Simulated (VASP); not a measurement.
# Ca2Zr2N (P-3m1) in VASP: further runs

Ca2Zr2N is run at these levels: PBE; tasks: single point, relaxation of cell and atoms.

All numbers are computed with VASP 6.6.1; they aren't measurements. Logs are shortened: lines on timing, memory, paths and dates and some standing lists are left out, and cuts for length are marked.

### Step 1. The cell of the first run

It takes space group P-3m1 (No. 164, trigonal). The conventional cell has a = 4.008 Å, b = 4.008 Å, c = 6.589 Å, α = 90.00°, β = 90.00°, γ = 120.00°. Ca (site symmetry 3m) has 4 Zr at 2.45 to 2.61 Å and 3 Ca at 2.93 Å within 3.2 Å. Within 3.2 Å of Zr (site symmetry 3m) lie 4 Ca at 2.45 to 2.61 Å and 3 N at 2.80 Å. Within 3.7 Å of N (site symmetry -3m) lie 6 Zr at 2.80 Å and 6 Ca at 3.33 Å.

The cell was built from a structure type or drawn by symmetry, and may not be a known phase.

### Step 2. Single point, PBE

INCAR reads:

```
SYSTEM = Ca2Zr2N
  PREC = Accurate
  ENCUT = 520
  EDIFF = 1E-6
  ISMEAR = 0
  SIGMA = 0.1
  LREAL = .False.
  LASPH = .True.
  NELM = 100
  ALGO = Normal
  ISIF = 2
  LWAVE = .False.
  LCHARG = .False.
  GGA = PE
  NBANDS = 32
```

KPOINTS reads:

```
Automatic mesh
0
Gamma
  6 6 4
  0 0 0
```

POSCAR reads:

```
Ca2Zr2N
1.0
    4.0078604100      0.0000000000      0.0000000000
   -2.0039302000      3.4709089300      0.0000000000
    0.0000000000      0.0000000000      6.5885592300
Ca Zr N
2 2 1
Direct
    0.3333333300      0.6666666700      0.6369000100
    0.6666666700      0.3333333300      0.3630999900
    0.3333333300      0.6666666700      0.2405000000
    0.6666666700      0.3333333300      0.7595000000
    0.0000000000      0.0000000000      0.0000000000
```

Potentials or basis: VASP PAW PBE potentials, release 64 (Ca_sv, Zr_sv, N).

Run with:

```
$ cat potpaw_PBE.64/Ca_sv/POTCAR potpaw_PBE.64/Zr_sv/POTCAR potpaw_PBE.64/N/POTCAR > POTCAR
$ mpirun -np 1 vasp_std > vasp.out
```

OUTCAR:

```text
SYSTEM = Ca2Zr2N
   PREC = Accurate
   ENCUT = 520
   EDIFF = 1E-6
   ISMEAR = 0
   LREAL = .False.
   LASPH = .True.
   NELM = 100
   ISIF = 2
   GGA = PE

 ion  position               nearest neighbor table
   1  0.333  0.667  0.637-   4 2.45   4 2.45   4 2.45   3 2.61   2 2.93   2 2.93   2 2.93
   2  0.667  0.333  0.363-   3 2.45   3 2.45   3 2.45   4 2.61   1 2.93   1 2.93   1 2.93
   3  0.333  0.667  0.240-   2 2.45   2 2.45   2 2.45   1 2.61   5 2.80   5 2.80   5 2.80
   4  0.667  0.333  0.760-   1 2.45   1 2.45   1 2.45   2 2.61   5 2.80   5 2.80   5 2.80
   5  0.000  0.000  0.000-   3 2.80   4 2.80   3 2.80   4 2.80   4 2.80   3 2.80

  LATTYP: Found a hexagonal cell.
 ALAT       =     4.0078604100
 C/A-ratio  =     1.6439093571

  Lattice vectors:

 A1 = (   4.0078604100,   0.0000000000,   0.0000000000)
 A2 = (  -2.0039302000,   3.4709089300,   0.0000000000)
 A3 = (   0.0000000000,   0.0000000000,   6.5885592300)

Analysis of symmetry for initial positions (statically):
=====================================================================
 Subroutine PRICEL returns:
 Original cell was already a primitive cell.

 Routine SETGRP: Setting up the symmetry group for a
 hexagonal supercell.

 Subroutine GETGRP returns: Found 12 space group operations
 (whereof 12 operations were pure point group operations)
 out of a pool of 24 trial point group operations.

The static configuration has the point symmetry D_3d.

Analysis of symmetry for dynamics (positions and initial velocities):
=====================================================================
 Subroutine PRICEL returns:
 Original cell was already a primitive cell.

 Routine SETGRP: Setting up the symmetry group for a
 hexagonal supercell.

 Subroutine GETGRP returns: Found 12 space group operations
 (whereof 12 operations were pure point group operations)
 out of a pool of 24 trial point group operations.

The dynamic configuration has the point symmetry D_3d.

 Subroutine INISYM returns: Found 12 space group operations
 (whereof 12 operations are pure point group operations),
 and found     1 'primitive' translations

----------------------------------------------------------------------------------------

                                     Primitive cell

  volume of cell :      91.6529

  direct lattice vectors                    reciprocal lattice vectors
     4.007860410  0.000000000  0.000000000     0.249509688  0.144054485  0.000000000
    -2.003930200  3.470908930  0.000000000     0.000000000  0.288108971  0.000000000
     0.000000000  0.000000000  6.588559230     0.000000000  0.000000000  0.151778252

  length of vectors
     4.007860410  4.007860408  6.588559230     0.288108971  0.288108971  0.151778252

  position of ions in fractional coordinates (direct lattice)
     0.333333330  0.666666670  0.636900010
     0.666666670  0.333333330  0.363099990
     0.333333330  0.666666670  0.240500000
     0.666666670  0.333333330  0.759500000
     0.000000000  0.000000000  0.000000000

  ion indices of the primitive-cell ions
   primitive index   ion index
                 1           1
                 2           2
                 3           3
                 4           4
                 5           5

----------------------------------------------------------------------------------------

 KPOINTS: Automatic mesh

Automatic generation of k-mesh.
 Grid dimensions read from file:
 generate k-points for:    6    6    4

 Generating k-lattice:

  Cartesian coordinates                     Fractional coordinates (reciprocal lattice)
     0.041584948  0.024009081  0.000000000     0.166666667  0.000000000  0.000000000
     0.000000000  0.048018162  0.000000000     0.000000000  0.166666667  0.000000000
     0.000000000  0.000000000  0.037944563     0.000000000  0.000000000  0.250000000

  Length of vectors
     0.048018162  0.048018162  0.037944563

  Shift w.r.t. Gamma in fractional coordinates (k-lattice)
     0.000000000  0.000000000  0.000000000

 Subroutine IBZKPT returns following result:
 ===========================================

 Found     24 irreducible k-points:

 Following reciprocal coordinates:
            Coordinates               Weight
  0.000000  0.000000  0.000000      1.000000
  0.166667 -0.000000  0.000000      6.000000
  0.333333  0.000000  0.000000      6.000000
  0.500000  0.000000  0.000000      3.000000
  0.166667  0.166667  0.000000      6.000000
  0.333333  0.166667  0.000000     12.000000
[... 16 lines left out ...]
  0.333333  0.166667  0.500000     12.000000
  0.333333  0.333333  0.500000      2.000000
   k-points           NKPTS =     24   k-points in BZ     NKDIM =     24   number of bands    NBANDS=     32
   number of dos      NEDOS =    301   number of ions     NIONS =      5
   total plane-waves  NPLWV =  45000
   dimension x,y,z NGX =    30 NGY =   30 NGZ =   50
   dimension x,y,z NGXF=    60 NGYF=   60 NGZF=  100
   ions per type =               2   2   1
   NGX,Y,Z   is equivalent  to a cutoff of  12.44, 12.44, 12.62 a.u.
   NGXF,Y,Z  is equivalent  to a cutoff of  24.89, 24.89, 25.23 a.u.
 SYSTEM =  Ca2Zr2N
   PREC   = accura    normal or accurate (medium, high low for compatibility)
   ISTART =      0    job   : 0-new  1-cont  2-samecut
   ICHARG =      2    charge: 1-file 2-atom 10-const
   ISPIN  =      1    spin polarized calculation?
   LNONCOLLINEAR =      F non collinear calculations
   LSORBIT =      F    spin-orbit coupling
   LASPH  =      T    aspherical Exc in radial PAW
   ENCUT  =  520.0 eV  38.22 Ry    6.18 a.u.   7.45  7.45 12.25*2*pi/ulx,y,z
   NELM   =    100;   NELMIN=  2; NELMDL= -5     # of ELM steps
   EDIFF  = 0.1E-05   stopping-criterion for ELM
   LREAL  =      F    real-space projection
   EDIFFG = 0.1E-04   stopping-criterion for IOM
   NSW    =      0    number of steps for IOM
   IBRION =     -1    ionic relax: 0-MD 1-quasi-New 2-CG
   NFREE  =      0    steps in history (QN), initial steepest desc. (CG)
   ISIF   =      2    stress and relaxation
   ISYM   =      2    0-nonsym 1-usesym 2-fastsym
   POTIM  = 0.5000    time-step for ionic-motion
   TEBEG  =    0.0;   TEEND  =   0.0 temperature during run
   PSTRESS=    0.0 pullay stress
   NELECT =      49.0000    total number of electrons
   NUPDOWN=      -1.0000    fix difference up-down
   EMIN   =  10.00;   EMAX   =-10.00  energy-range for DOS
   EFERMI =   0.00;   METHOD = LEGACY
   ISMEAR =     0;   SIGMA  =   0.10  broadening in eV -4-tet -1-fermi 0-gaus
   EFERMI_NEDOS =   21; number of points for ismear=-14 and -15
   IALGO  =     38    algorithm
   IMIX   =      4    mixing-type and parameters
     AMIX     =   0.40;   BMIX     =  1.00
     AMIX_MAG =   1.60;   BMIX_MAG =  1.00
  volume/ion in A,a.u.               =      18.33       123.70
  Fermi-wavevector in a.u.,A,eV,Ry     =   1.328693  2.510866 24.020080  1.765426
  Thomas-Fermi vector in A             =   2.457912
   LORBIT       =      0    0 simple, 1 ext, 2 COOP (PROOUT), +10 PAW based schemes
   GGA     = PE    functional components
   LHFCALC =     F    Hartree Fock is set to
   AEXX    =    0.0000 exact exchange contribution
   IVDW    =     0    specifies the selected vdW correction
   LEPSILON=     F    determine dielectric tensor
   LRPA    =     F    only Hartree local field effects (RPA)
 non-spin polarized calculation
 Gauss-broadening in eV      SIGMA  =   0.10
  energy-cutoff  :      520.00
  volume of cell :       91.65
 maximum number of plane-waves:      2539
 NGX is ok and might be reduce to    30
   NGX = 15   NGY = 15   NGZ = 25

 number of electron      49.0000008 magnetization

 Free energy of the ion-electron system (eV)
  ---------------------------------------------------
  ext. energy  EPLUGINS =         0.00000000
  ---------------------------------------------------
  free energy    TOTEN  =       -16.31157293 eV

  energy without entropy =      -16.27926424  energy(sigma->0) =      -16.29541858

 E-fermi :   7.2420     XC(G=0): -10.8572

 val. band max:        7.2237297928   @ k =   0.3333   0.1667   0.0000
 cond. band min:       7.2429657517   @ k =   0.0000   0.0000   0.0000
 fundamental gap:      0.0192359589
 Fermi energy:         7.2419740437

 k-point     1 :       0.0000    0.0000    0.0000
  band No.  band energies     occupation
      1     -42.1458      2.00000
      2     -42.1232      2.00000
      3     -33.1119      2.00000
      4     -32.9006      2.00000
      5     -20.5014      2.00000
      6     -20.5014      2.00000
[... 24 lines left out ...]
     31       8.7803      0.00000
     32       9.0969      0.00000

 k-point     2 :       0.1667   -0.0000    0.0000
  band No.  band energies     occupation
      1     -42.1389      2.00000
      2     -42.1189      2.00000
      3     -33.1152      2.00000
      4     -32.9297      2.00000
      5     -20.5255      2.00000
      6     -20.4814      2.00000
[... 24 lines left out ...]
     31       8.8120      0.00000
     32       9.6156      0.00000

 k-point     3 :       0.3333    0.0000    0.0000
  band No.  band energies     occupation
      1     -42.1241      2.00000
      2     -42.1111      2.00000
      3     -33.1150      2.00000
      4     -32.9946      2.00000
      5     -20.5723      2.00000
      6     -20.4976      2.00000
[... 24 lines left out ...]
     31       9.0863      0.00000
     32       9.9996      0.00000

 k-point     4 :       0.5000    0.0000    0.0000
  band No.  band energies     occupation
      1     -42.1157      2.00000
      2     -42.1082      2.00000
      3     -33.1054      2.00000
      4     -33.0365      2.00000
      5     -20.5952      2.00000
      6     -20.5155      2.00000
[... 654 lines left out ...]
     31       9.1258      0.00000
     32       9.2054      0.00000

 k-point    23 :       0.3333    0.1667    0.5000
  band No.  band energies     occupation
      1     -42.1142      2.00000
      2     -42.1097      2.00000
      3     -33.1058      2.00000
      4     -33.0364      2.00000
      5     -20.6190      2.00000
      6     -20.5691      2.00000
[... 24 lines left out ...]
     31       9.0912      0.00000
     32      10.1785      0.00000

 k-point    24 :       0.3333    0.3333    0.5000
  band No.  band energies     occupation
      1     -42.1091      2.00000
      2     -42.1091      2.00000
      3     -33.0791      2.00000
      4     -33.0791      2.00000
      5     -20.6601      2.00000
      6     -20.6065      2.00000
[... 24 lines left out ...]
     31       9.7792      0.00000
     32       9.7792      0.00000

------------------------ aborting loop because EDIFF is reached ----------------------------------------

  FORCE on cell =-STRESS in cart. coord.  units (eV):
  Direction    XX          YY          ZZ          XY          YZ          ZX
  --------------------------------------------------------------------------------------
  -------------------------------------------------------------------------------------
  Total        8.2670416      8.2670416      7.7748659      0.0000000      0.0000000     -0.0000000
  in kB      144.5155044    144.5155044    135.9118196      0.0000002      0.0000000     -0.0000000
  external PRESSURE =     141.6476095 kB  Pullay stress =       0.0000000 kB

 VOLUME and BASIS-vectors are now :
 -----------------------------------------------------------------------------
  energy-cutoff  :      520.00
  volume of cell :       91.65
      direct lattice vectors                 reciprocal lattice vectors
     4.007860410  0.000000000  0.000000000     0.249509688  0.144054485  0.000000000
    -2.003930200  3.470908930  0.000000000     0.000000000  0.288108971  0.000000000
     0.000000000  0.000000000  6.588559230     0.000000000  0.000000000  0.151778252

 POSITION                                       TOTAL-FORCE (eV/Angst)
 -----------------------------------------------------------------------------------
     -0.00000      2.31394      4.19625         0.000000      0.000000      1.857336
      2.00393      1.15697      2.39231         0.000000      0.000000     -1.857336
     -0.00000      2.31394      1.58455        -0.000000      0.000000     -6.685281
      2.00393      1.15697      5.00401         0.000000     -0.000000      6.685281
      0.00000      0.00000      0.00000         0.000000      0.000000      0.000000
 -----------------------------------------------------------------------------------
    total drift:                               -0.000000      0.000000      0.000000

  FREE ENERGIE OF THE ION-ELECTRON SYSTEM (eV)
  ---------------------------------------------------
  free  energy   TOTEN  =       -16.3115729279 eV

  energy  without entropy=      -16.2792642395  energy(sigma->0) =      -16.29541858
```

Wall time 2.1 min (1 thread of Oxide Virtual Turin-like, shared host); peak memory 0.2 GiB.

What came out:

* Free energy: -16.3116 eV
* Pressure: 14.2 GPa
* Largest force: 6.685 eV/Å
* Band gap on the k mesh: zero (an odd number of electrons rules out a gap without spin polarisation)

Forces in eV/Å, atoms in the order of the input:
```
Ca   0.000  0.000  1.857
Ca   0.000  0.000 -1.857
Zr   0.000  0.000 -6.685
Zr   0.000  0.000  6.685
N    0.000  0.000  0.000
```

Caveat: the cell stands under pressure; forces of over 1 eV/Å act on the atoms, so gaps and moduli don't describe the material at rest.

### Step 3. Single point, PBE

This run uses another cell than the first one, of 23.80 Å³/atom.

INCAR reads:

```
SYSTEM = Ca2Zr2N
PREC = Accurate ; ENCUT = 520
EDIFF = 1E-6 ; ISMEAR = 0
SIGMA = 0.1 ; LREAL = .FALSE.
LASPH = .TRUE. ; NELM = 100
ALGO = Normal ; ISIF = 2
LWAVE = .FALSE. ; LCHARG = .FALSE.
GGA = PE ; NBANDS = 32
```

KPOINTS reads:

```
Automatic mesh
0
G
  6 6 4
  0 0 0
```

POSCAR reads:

```
Ca2Zr2N
1.0
    3.4372121438     -0.0000000025      0.0000000000
   -1.7186060698      2.9767130360      0.0000000000
    0.0000000000      0.0000000000     11.6295651247
Ca Zr N
2 2 1
Direct
    0.3333333333      0.6666666667      0.6421422804
    0.6666666667      0.3333333333      0.3578577196
    0.3333333333      0.6666666667      0.0994153457
    0.6666666667      0.3333333333      0.9005846543
    0.0000000000      0.0000000000      0.0000000000
```

Potentials or basis: VASP PAW PBE potentials, release 64 (Ca_sv, Zr_sv, N).

Run with:

```
$ cat potpaw_PBE.64/Ca_sv/POTCAR potpaw_PBE.64/Zr_sv/POTCAR potpaw_PBE.64/N/POTCAR > POTCAR
$ mpirun -np 1 vasp_std > vasp.out
```

Run time: 3.3 min. Hardware: 1 thread of Oxide Virtual Turin-like, shared host; peak memory 0.26 GiB.

The run converged. Its results:

```
Free energy            : -31.8212 eV
Pressure               : 0.2 GPa
Largest force          : 0.010 eV/Å
Band gap on the k mesh : zero (an odd number of electrons rules out a gap without spin polarisation)
```

Forces in eV/Å, atoms in the order of the input:
```
Ca   0.000  0.000 -0.006
Ca   0.000  0.000  0.006
Zr   0.000  0.000  0.010
Zr   0.000  0.000 -0.010
N    0.000  0.000  0.000
```

Stress tensor (GPa, compression positive):
```
0.09 0.00 0.00
0.00 0.09 0.00
0.00 0.00 0.41
```

Levels at points of the mesh, in eV from the Fermi level:
| k point | band 21 | band 22 | band 23 | band 24 | band 25 | band 26 | band 27 | band 28 |
| --- | --- | --- | --- | --- | --- | --- | --- | --- |
| (0.00, 0.00, 0.00) | -4.04 | -2.83 | -1.58 | 0.26 | 0.26 | 0.35 | 0.62 | 1.63 |
| (0.50, 0.00, 0.00) | -1.92 | -0.98 | -0.80 | -0.40 | -0.03 | 0.43 | 0.66 | 0.80 |
| (0.00, 0.00, 0.50) | -3.90 | -3.16 | -0.82 | -0.61 | 0.26 | 0.26 | 1.19 | 1.40 |
| (0.50, 0.00, 0.50) | -1.93 | -0.99 | -0.78 | -0.23 | -0.22 | 0.42 | 0.68 | 0.72 |

### Step 4. Single point, PBE

This run uses another cell than the first one, of 23.87 Å³/atom.

INCAR reads:

```
SYSTEM = Ca2Zr2N
ALGO = Normal ; EDIFF = 1E-6
ENCUT = 520 ; GGA = PE
ISIF = 2 ; ISMEAR = 0
LASPH = .TRUE. ; LCHARG = .TRUE.
LELF = .TRUE. ; LREAL = .FALSE.
LVHAR = .TRUE. ; LWAVE = .FALSE.
NBANDS = 32 ; NELM = 60
PREC = Accurate ; SIGMA = 0.1
```

KPOINTS reads:

```
k-points
0
G
  12 12 4
  0 0 0
```

POSCAR reads:

```
Ca2Zr2N
1.0
    3.4381205927      0.0000000000      0.0000000000
   -1.7190602963      2.9774997745      0.0000000000
    0.0000000000      0.0000000000     11.6565436386
Ca Zr N
2 2 1
Direct
    0.3333333333      0.6666666667      0.6430899255
    0.6666666667      0.3333333333      0.3569100745
    0.3333333333      0.6666666667      0.0993867578
    0.6666666667      0.3333333333      0.9006132422
    0.0000000000      0.0000000000      0.0000000000
```

Run with:

```
$ cat potpaw_PBE.64/Ca_sv/POTCAR potpaw_PBE.64/Zr_sv/POTCAR potpaw_PBE.64/N/POTCAR > POTCAR
$ mpirun -np 1 vasp_std > vasp.out
```

It took 9.5 min on 1 thread of Oxide Virtual Turin-like, shared host; peak memory 0.38 GiB.

The run converged. Its results:

```yaml
Free_energy: -31.8054 eV
Pressure: 0.1 GPa
Largest_force: 0.021 eV/Å
Band_gap_on_the_k_mesh: zero (an odd number of electrons rules out a gap without spin polarisation)
```

Forces on the atoms (eV/Å):
```
Ca   0.000  0.000 -0.005
Ca   0.000  0.000  0.005
Zr   0.000  0.000  0.021
Zr   0.000  0.000 -0.021
N    0.000  0.000  0.000
```

Levels at points of the mesh, in eV from the Fermi level:
| k point | band 21 | band 22 | band 23 | band 24 | band 25 | band 26 | band 27 | band 28 |
| --- | --- | --- | --- | --- | --- | --- | --- | --- |
| (0.00, 0.00, 0.00) | -4.05 | -2.84 | -1.61 | 0.22 | 0.22 | 0.34 | 0.56 | 1.58 |
| (0.50, 0.00, 0.00) | -1.96 | -1.00 | -0.82 | -0.41 | -0.05 | 0.41 | 0.63 | 0.79 |
| (0.00, 0.00, 0.50) | -3.92 | -3.18 | -0.85 | -0.64 | 0.22 | 0.22 | 1.14 | 1.36 |
| (0.50, 0.00, 0.50) | -1.97 | -1.01 | -0.79 | -0.24 | -0.23 | 0.40 | 0.65 | 0.71 |

(Part 1 of 2 ends here.)
